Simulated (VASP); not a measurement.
# DyW2 in VASP: notebook

Aim: see how the results for DyW2 move with the level of theory and the settings. Levels: PBE, PBE+D3(BJ), LDA. Tasks: single point.

All numbers are computed with VASP 6.6.1; they aren't measurements. Logs are shortened: lines on timing, memory, paths and dates and some standing lists are left out, and cuts for length are marked.

## (1) The cell of the first run

The typed cell holds 3 atoms: a = 3.911 Å, b = 3.911 Å, c = 4.922 Å, α = 90.00°, β = 90.00°, γ = 120.00°.

## (2) Single point, PBE, collinear spin, ferromagnetic start

File INCAR:

```
  PREC = Accurate
  ENCUT = 520
  EDIFF = 1E-6
  ISMEAR = -1
  SIGMA = 0.1
  LREAL = False
  LASPH = True
  NELM = 150
  ALGO = Normal
  ISIF = 2
  LWAVE = False
  LCHARG = False
  ISPIN = 2
  MAGMOM = 4.7 0 0
  LORBIT = 11
  LMAXMIX = 6
  GGA = PE
  NBANDS = 35
```

File KPOINTS:

```
Automatic mesh
0
Gamma
  5 5 4
```

File POSCAR:

```
DyW2
1.0
    3.9105740500      0.0000000000      0.0000000000
   -1.9552870200      3.3866582800      0.0000000000
    0.0000000000      0.0000000000      4.9215676100
Dy W
1 2
Direct
    0.0000000000      0.0000000000      0.0000000000
    0.3333000000      0.6667000000      0.4060000000
    0.6667000000      0.3333000000      0.5940000000
```

Potentials or basis: VASP PAW PBE potentials, release 64 (Dy, W_sv).

The run is started by

```sh
$ cat potpaw_PBE.64/Dy/POTCAR potpaw_PBE.64/W_sv/POTCAR > POTCAR
$ mpirun -np 1 vasp_std > vasp.out
```

OUTCAR:

```text
PREC = Accurate
   ENCUT = 520
   EDIFF = 1E-6
   ISMEAR = -1
   LREAL = False
   LASPH = True
   NELM = 150
   ISIF = 2
   ISPIN = 2
   LORBIT = 11
   GGA = PE

 ion  position               nearest neighbor table
   1  0.000  0.000  0.000-   2 3.01   3 3.01   3 3.02   2 3.02   3 3.02   2 3.02
   2  0.333  0.667  0.406-   3 2.44   3 2.44   3 2.44   1 3.01   1 3.02   1 3.02
   3  0.667  0.333  0.594-   2 2.44   2 2.44   2 2.44   1 3.01   1 3.02   1 3.02

  LATTYP: Found a hexagonal cell.
 ALAT       =     3.9105740500
 C/A-ratio  =     1.2585281718

  Lattice vectors:

 A1 = (   3.9105740500,   0.0000000000,   0.0000000000)
 A2 = (  -1.9552870200,   3.3866582800,   0.0000000000)
 A3 = (   0.0000000000,   0.0000000000,   4.9215676100)

Analysis of symmetry for initial positions (statically):
=====================================================================
 Subroutine PRICEL returns:
 Original cell was already a primitive cell.

 Routine SETGRP: Setting up the symmetry group for a
 hexagonal supercell.

 Subroutine GETGRP returns: Found  4 space group operations
 (whereof  4 operations were pure point group operations)
 out of a pool of 24 trial point group operations.

The static configuration has the point symmetry C_2h.

Analysis of symmetry for dynamics (positions and initial velocities):
=====================================================================
 Subroutine PRICEL returns:
 Original cell was already a primitive cell.

 Routine SETGRP: Setting up the symmetry group for a
 hexagonal supercell.

 Subroutine GETGRP returns: Found  4 space group operations
 (whereof  4 operations were pure point group operations)
 out of a pool of 24 trial point group operations.

The dynamic configuration has the point symmetry C_2h.

Analysis of structural, dynamic, and magnetic symmetry:
=====================================================================
 Subroutine PRICEL returns:
 Original cell was already a primitive cell.

 Routine SETGRP: Setting up the symmetry group for a
 hexagonal supercell.

 Subroutine GETGRP returns: Found  4 space group operations
 (whereof  4 operations were pure point group operations)
 out of a pool of 24 trial point group operations.

The overall configuration has the point symmetry C_2h.

 Subroutine INISYM returns: Found  4 space group operations
 (whereof  4 operations are pure point group operations),
 and found     1 'primitive' translations

----------------------------------------------------------------------------------------

                                     Primitive cell

  volume of cell :      65.1801

  direct lattice vectors                    reciprocal lattice vectors
     3.910574050  0.000000000  0.000000000     0.255716932  0.147638161  0.000000000
    -1.955287020  3.386658280  0.000000000     0.000000000  0.295276322  0.000000000
     0.000000000  0.000000000  4.921567610     0.000000000  0.000000000  0.203187293

  length of vectors
     3.910574050  3.910575614  4.921567610     0.295276440  0.295276322  0.203187293

  position of ions in fractional coordinates (direct lattice)
     0.000000000  0.000000000  0.000000000
     0.333300000  0.666700000  0.406000000
     0.666700000  0.333300000  0.594000000

  ion indices of the primitive-cell ions
   primitive index   ion index
                 1           1
                 2           2
                 3           3

----------------------------------------------------------------------------------------

 KPOINTS: Automatic mesh

Automatic generation of k-mesh.
 Grid dimensions read from file:
 generate k-points for:    5    5    4

 Generating k-lattice:

  Cartesian coordinates                     Fractional coordinates (reciprocal lattice)
     0.051143386  0.029527632  0.000000000     0.200000000  0.000000000  0.000000000
     0.000000000  0.059055264  0.000000000     0.000000000  0.200000000  0.000000000
     0.000000000  0.000000000  0.050796823     0.000000000  0.000000000  0.250000000

  Length of vectors
     0.059055288  0.059055264  0.050796823

  Shift w.r.t. Gamma in fractional coordinates (k-lattice)
     0.000000000  0.000000000  0.000000000

 Subroutine IBZKPT returns following result:
 ===========================================

 Found     33 irreducible k-points:

 Following reciprocal coordinates:
            Coordinates               Weight
  0.000000  0.000000  0.000000      1.000000
  0.200000  0.000000  0.000000      4.000000
 -0.200000  0.200000  0.000000      2.000000
  0.400000  0.000000  0.000000      4.000000
 -0.400000  0.400000  0.000000      2.000000
  0.200000  0.200000  0.000000      2.000000
[... 16 lines left out ...]
  0.400000  0.400000  0.250000      4.000000
 -0.400000 -0.200000  0.250000      4.000000
 [... further k-points ...]
   k-points           NKPTS =     33   k-points in BZ     NKDIM =     33   number of bands    NBANDS=     35
   number of dos      NEDOS =    301   number of ions     NIONS =      3
   total plane-waves  NPLWV =  36000
   dimension x,y,z NGX =    30 NGY =   30 NGZ =   40
   dimension x,y,z NGXF=    60 NGYF=   60 NGZF=   80
   ions per type =               1   2
   NGX,Y,Z   is equivalent  to a cutoff of  12.75, 12.75, 13.51 a.u.
   NGXF,Y,Z  is equivalent  to a cutoff of  25.51, 25.51, 27.02 a.u.
 SYSTEM =  unknown system
   PREC   = accura    normal or accurate (medium, high low for compatibility)
   ISTART =      0    job   : 0-new  1-cont  2-samecut
   ICHARG =      2    charge: 1-file 2-atom 10-const
   ISPIN  =      2    spin polarized calculation?
   LNONCOLLINEAR =      F non collinear calculations
   LSORBIT =      F    spin-orbit coupling
   LASPH  =      T    aspherical Exc in radial PAW
   ENCUT  =  520.0 eV  38.22 Ry    6.18 a.u.   7.27  7.27  9.15*2*pi/ulx,y,z
   NELM   =    150;   NELMIN=  2; NELMDL= -5     # of ELM steps
   EDIFF  = 0.1E-05   stopping-criterion for ELM
   LREAL  =      F    real-space projection
   EDIFFG = 0.1E-04   stopping-criterion for IOM
   NSW    =      0    number of steps for IOM
   IBRION =     -1    ionic relax: 0-MD 1-quasi-New 2-CG
   NFREE  =      0    steps in history (QN), initial steepest desc. (CG)
   ISIF   =      2    stress and relaxation
   ISYM   =      2    0-nonsym 1-usesym 2-fastsym
   POTIM  = 0.5000    time-step for ionic-motion
[... 23 lines left out ...]
  energy-cutoff  :      520.00
  volume of cell :       65.18
 maximum number of plane-waves:      1789
 NGX is ok and might be reduce to    30
   NGX = 15   NGY = 15   NGZ = 19

 number of electron      47.9999991 magnetization       4.7433674

 Free energy of the ion-electron system (eV)
  ---------------------------------------------------
  ext. energy  EPLUGINS =         0.00000000
  ---------------------------------------------------
  free energy    TOTEN  =       -30.61946565 eV

  energy without entropy =      -30.41200927  energy(sigma->0) =      -30.51573746

 E-fermi :   6.2047     XC(G=0): -11.7285

 val. band max:        6.1895436497   @ k =   0.2000   0.0000   0.5000
 cond. band min:       6.2085131040   @ k =   0.2000   0.2000   0.5000
 fundamental gap:      0.0189694543
 Fermi energy:         6.2046852677

 spin component 1

 k-point     1 :       0.0000    0.0000    0.0000
  band No.  band energies     occupation
      1     -67.0791      1.00000
      2     -66.7335      1.00000
      3     -40.5698      1.00000
      4     -31.8749      1.00000
      5     -31.8738      1.00000
      6     -31.2906      1.00000
[... 27 lines left out ...]
     34      10.9595      0.00000
     35      12.2490      0.00000

 k-point     2 :       0.2000    0.0000    0.0000
  band No.  band energies     occupation
      1     -67.0504      1.00000
      2     -66.7628      1.00000
      3     -40.5663      1.00000
      4     -31.9257      1.00000
      5     -31.8991      1.00000
      6     -31.3863      1.00000
[... 27 lines left out ...]
     34      11.4798      0.00000
     35      11.9295      0.00000

 k-point     3 :      -0.2000    0.2000    0.0000
  band No.  band energies     occupation
      1     -67.0504      1.00000
      2     -66.7628      1.00000
      3     -40.5663      1.00000
      4     -31.9264      1.00000
      5     -31.8983      1.00000
      6     -31.3864      1.00000
[... 27 lines left out ...]
     34      11.4780      0.00000
     35      11.9317      0.00000
[... 723 lines left out ...]
 k-point    23 :       0.4000    0.4000    0.2500
  band No.  band energies     occupation
      1     -66.9430      1.00000
      2     -66.8715      1.00000
      3     -40.5588      1.00000
      4     -32.0719      1.00000
      5     -31.8146      1.00000
      6     -31.6330      1.00000
[... 27 lines left out ...]
     34      11.1024      0.00000
     35      11.5266      0.00000

 k-point    24 :      -0.4000   -0.2000    0.2500
  band No.  band energies     occupation
      1     -66.9427      1.00000
      2     -66.8718      1.00000
      3     -40.5588      1.00000
      4     -32.0717      1.00000
      5     -31.8151      1.00000
      6     -31.6327      1.00000
[... 27 lines left out ...]
     34      11.0982      0.00000
     35      11.5267      0.00000

 [... further k-points ...]

 spin component 2

 k-point     1 :       0.0000    0.0000    0.0000
  band No.  band energies     occupation
      1     -67.0807      1.00000
      2     -66.7352      1.00000
      3     -38.4785      1.00000
      4     -31.8751      1.00000
      5     -31.8737      1.00000
      6     -31.2979      1.00000
[... 27 lines left out ...]
     34      11.4300      0.00000
     35      12.4576      0.00000

 k-point     2 :       0.2000    0.0000    0.0000
  band No.  band energies     occupation
      1     -67.0520      1.00000
      2     -66.7645      1.00000
      3     -38.4741      1.00000
      4     -31.9257      1.00000
      5     -31.8999      1.00000
      6     -31.3930      1.00000
[... 27 lines left out ...]
     34      11.6885      0.00000
     35      12.3839      0.00000

 k-point     3 :      -0.2000    0.2000    0.0000
  band No.  band energies     occupation
      1     -67.0521      1.00000
      2     -66.7645      1.00000
      3     -38.4741      1.00000
      4     -31.9266      1.00000
      5     -31.8990      1.00000
      6     -31.3931      1.00000
[... 27 lines left out ...]
     34      11.6888      0.00000
     35      12.3819      0.00000
[... 723 lines left out ...]
 k-point    23 :       0.4000    0.4000    0.2500
  band No.  band energies     occupation
      1     -66.9447      1.00000
      2     -66.8731      1.00000
      3     -38.4647      1.00000
      4     -32.0715      1.00000
      5     -31.8175      1.00000
      6     -31.6375      1.00000
[... 27 lines left out ...]
     34      11.3456      0.00000
     35      11.9128      0.00000

 k-point    24 :      -0.4000   -0.2000    0.2500
  band No.  band energies     occupation
      1     -66.9444      1.00000
      2     -66.8734      1.00000
      3     -38.4647      1.00000
      4     -32.0713      1.00000
      5     -31.8180      1.00000
      6     -31.6373      1.00000
[... 27 lines left out ...]
     34      11.3454      0.00000
     35      11.9142      0.00000

 [... further k-points ...]

------------------------ aborting loop because EDIFF is reached ----------------------------------------

  FORCE on cell =-STRESS in cart. coord.  units (eV):
  Direction    XX          YY          ZZ          XY          YZ          ZX
  --------------------------------------------------------------------------------------
  -------------------------------------------------------------------------------------
  Total        5.1675184      5.2006372      1.2604477      0.0286770     -0.0013040      0.0028341
  in kB      127.0215087    127.8355950     30.9827574      0.7049017     -0.0320521      0.0696640
  external PRESSURE =      95.2799537 kB  Pullay stress =       0.0000000 kB

 VOLUME and BASIS-vectors are now :
 -----------------------------------------------------------------------------
  energy-cutoff  :      520.00
  volume of cell :       65.18
      direct lattice vectors                 reciprocal lattice vectors
     3.910574050  0.000000000  0.000000000     0.255716932  0.147638161  0.000000000
    -1.955287020  3.386658280  0.000000000     0.000000000  0.295276322  0.000000000
     0.000000000  0.000000000  4.921567610     0.000000000  0.000000000  0.203187293

 POSITION                                       TOTAL-FORCE (eV/Angst)
 -----------------------------------------------------------------------------------
      0.00000      0.00000      0.00000         0.000000      0.000000      0.000000
     -0.00020      2.25789      1.99816         0.004063     -0.002346     -0.866437
      1.95548      1.12877      2.92341        -0.004063      0.002346      0.866437
 -----------------------------------------------------------------------------------
    total drift:                                0.000000      0.000000      0.000000

  FREE ENERGIE OF THE ION-ELECTRON SYSTEM (eV)
  ---------------------------------------------------
  free  energy   TOTEN  =       -30.6194656496 eV

  energy  without entropy=      -30.4120092683  energy(sigma->0) =      -30.51573746

 total charge

# of ion       s       p       d       f       tot
--------------------------------------------------
    1        2.137   5.837   0.618   9.217  17.808
    2        2.517   6.160   3.663   0.000  12.340
    3        2.517   6.160   3.663   0.000  12.340
--------------------------------------------------
tot          7.171  18.158   7.943   9.217  42.489

 magnetization (x)

# of ion       s       p       d       f       tot
--------------------------------------------------
    1        0.009  -0.055   0.045   4.646   4.645
    2       -0.000   0.002  -0.005   0.000  -0.003
    3       -0.000   0.002  -0.005   0.000  -0.003
--------------------------------------------------
tot          0.008  -0.051   0.035   4.646   4.638
```

Run time: 18 min. Hardware: 1 thread of Intel Xeon Platinum 8259CL at 2.50GHz (Skylake/Cascade Lake), shared host; peak memory 0.31 GiB.

What came out:

| Property | Result |
| --- | --- |
| Free energy | -30.6195 eV |
| Pressure | 9.5 GPa |
| Largest force | 0.866 eV/Å |
| Net moment | 4.74 μB per cell |
| Site moments | Dy +4.64; W -0.00 μB |
| Valence electrons inside the program's atomic spheres | Dy 17.81; W 12.34 |

Forces on the atoms (eV/Å):
```
Dy   0.000  0.000  0.000
W    0.004 -0.002 -0.866
W   -0.004  0.002  0.866
```

Caveat: the k points lie up to 0.37 Å⁻¹ apart; the magnetic or orbital state may not be the lowest; spin-orbit coupling is left out, which moves the levels of the heavy elements; without U or exact exchange the open f shell lies at the Fermi level, which spoils levels, moments and volumes.

## (3) Single point, PBE+D3(BJ), collinear spin, ferromagnetic start

File INCAR:

```
ALGO = Normal ; EDIFF = 1E-7
ENCUT = 520 ; GGA = PE
ISIF = 2 ; ISMEAR = -1
ISPIN = 2 ; ISYM = 0
IVDW = 12 ; LASPH = T
LCHARG = T ; LELF = T
LMAXMIX = 6 ; LORBIT = 11
LREAL = F ; LVHAR = T
LWAVE = F ; MAGMOM = 4.7 0 0
NBANDS = 35 ; NELM = 150
PREC = Accurate ; SIGMA = 0.1
```

File KPOINTS:

```
k-points
0
Gamma
  5 5 4
```

POSCAR is that of step 2.

Potentials or basis: VASP PAW PBE potentials, release 64 (Dy, W_sv).

The run is started by

```sh
$ cat potpaw_PBE.64/Dy/POTCAR potpaw_PBE.64/W_sv/POTCAR > POTCAR
$ mpirun -np 1 vasp_std > vasp.out
```

It took 23 min on 1 thread of Intel Xeon Platinum 8259CL at 2.50GHz (Skylake/Cascade Lake), shared host; peak memory 0.36 GiB.

It converged, with:

| Property | Result |
| --- | --- |
| Free energy | -32.2643 eV |
| Pressure | 5.6 GPa |
| Largest force | 0.849 eV/Å |
| Net moment | 4.73 μB per cell |
| Site moments | Dy +4.64; W -0.00 μB |
| Valence electrons inside the program's atomic spheres | Dy 17.81; W 12.34 |
| Dispersion energy per atom | -0.525 eV |

Forces on the atoms (eV/Å):
```
Dy   0.000  0.000  0.000
W    0.007 -0.003 -0.849
W   -0.007  0.003  0.849
```

Stress tensor (GPa, compression positive):
```
 8.87  0.01 -0.01
 0.01  8.88  0.00
-0.01  0.00 -0.90
```

Levels at points of the mesh, in eV from the Fermi level:
Spin up:
```tsv
k point	band 24	band 25	band 26	band 27	band 28	band 29
(0.00, 0.00, 0.00)	-2.15	-2.15	-1.44	1.07	1.07	2.75
(0.00, 0.00, 0.50)	-1.67	-1.67	-1.52	0.26	0.26	0.96
```
Spin down:
```csv
k point,band 20,band 21,band 22,band 23,band 24,band 25
"(0.00, 0.00, 0.00)",-0.22,-0.04,-0.04,0.65,0.65,0.68
"(0.00, 0.00, 0.50)",-0.49,-0.16,-0.16,0.43,0.45,0.45
```

Caveat: the k points lie up to 0.37 Å⁻¹ apart; the magnetic or orbital state may not be the lowest; spin-orbit coupling is left out, which moves the levels of the heavy elements; without U or exact exchange the open f shell lies at the Fermi level, which spoils levels, moments and volumes; pairwise dispersion overbinds metals, which lowers pressure and volume. The state reached can hang on the start; a lower one may exist.

## (4) Single point, LDA, collinear spin, ferromagnetic start

File INCAR:

```
SYSTEM = DyW2
PREC = Accurate
ENCUT = 520
EDIFF = 1E-6
ISMEAR = -1
SIGMA = 0.1
LREAL = .FALSE.
LASPH = .TRUE.
NELM = 150
ALGO = Normal
ISIF = 2
LWAVE = .FALSE.
LCHARG = .TRUE.
ISPIN = 2
MAGMOM = 4.7 0 0
LORBIT = 11
LMAXMIX = 6
GGA = CA
LELF = .TRUE.
LVHAR = .TRUE.
NBANDS = 35
```

File KPOINTS:

```
regular mesh
0
G
  5 5 4
  0 0 0
```

POSCAR is that of step 3.

The run is started by

```sh
$ cat potpaw_PBE.64/Dy/POTCAR potpaw_PBE.64/W_sv/POTCAR > POTCAR
$ mpirun -np 1 vasp_std > vasp.out
```

Run time: 10 min. Hardware: 1 thread of Intel Xeon Platinum 8259CL at 2.50GHz (Skylake/Cascade Lake), shared host; peak memory 0.26 GiB.

The run converged. Its results:

| Property | Result |
| --- | --- |
| Free energy | -33.2769 eV |
| Pressure | 0.5 GPa |
| Largest force | 0.607 eV/Å |
| Net moment | 4.69 μB per cell |
| Site moments | Dy +4.62; W +0.00 μB |
| Valence electrons inside the program's atomic spheres | Dy 17.78; W 12.36 |

Forces on the atoms (eV/Å):
```
Dy   0.000  0.000  0.000
W    0.006 -0.004 -0.606
W   -0.006  0.004  0.606
```

Stress tensor (GPa, compression positive):
```
 3.44  0.01 -0.01
 0.01  3.46  0.01
-0.01  0.01 -5.27
```

Levels at points of the mesh, in eV from the Fermi level:
Spin up:
| k point | band 22 | band 23 | band 24 | band 25 | band 26 | band 27 | band 28 | band 29 | band 30 | band 31 |
| --- | --- | --- | --- | --- | --- | --- | --- | --- | --- | --- |
| (0.00, 0.00, 0.00) | -2.33 | -2.33 | -2.25 | -2.25 | -1.44 | 1.08 | 1.08 | 2.76 | 2.76 | 3.04 |
| (0.00, 0.00, 0.50) | -2.84 | -2.83 | -1.66 | -1.66 | -1.54 | 0.26 | 0.26 | 0.95 | 3.84 | 3.99 |
Spin down:
```
           k point  band 17  band 18  band 19  band 20  band 21  band 22  band 23  band 24  band 25  band 26
(0.00, 0.00, 0.00)    -2.28    -2.28    -1.58    -0.04    -0.03    -0.03     0.12     0.16     0.21     0.21
(0.00, 0.00, 0.50)    -1.80    -1.80    -1.50    -0.35     0.00     0.00     0.01     0.16     0.25     0.25
```

Caveat: the k points lie up to 0.37 Å⁻¹ apart; the magnetic or orbital state may not be the lowest; the PAW data sets were made with another functional, which shifts forces and pressure a little; spin-orbit coupling is left out, which moves the levels of the heavy elements; without U or exact exchange the open f shell lies at the Fermi level, which spoils levels, moments and volumes. The state reached can hang on the start; a lower one may exist.

## (5) The runs side by side

```csv
level,gap on the mesh (eV),pressure (GPa),moment (μB),largest force (eV/Å)
PBE,none,9.5,4.74,0.87
PBE+D3(BJ),none,5.6,4.73,0.85
LDA,none,0.5,4.69,0.61
```

Alike in all rows: task single point; potentials or basis VASP PAW PBE potentials, release 64 (Dy, W_sv); spin collinear, ferromagnetic start; cell as given; k mesh 5 × 5 × 4; cutoff (eV) 520; smearing fermi-dirac 0.1 eV.

Caveats: all runs use coarse meshes; the magnetic or orbital state may not be the lowest; spin-orbit coupling is left out, which moves the levels of the heavy elements; without U or exact exchange the open f shell lies at the Fermi level, which spoils levels, moments and volumes; pairwise dispersion overbinds metals, which lowers pressure and volume (some runs); the PAW data sets were made with another functional, which shifts forces and pressure a little (some runs).

Total energies depend on the potentials used, so only differences within one code and one set of settings carry meaning.
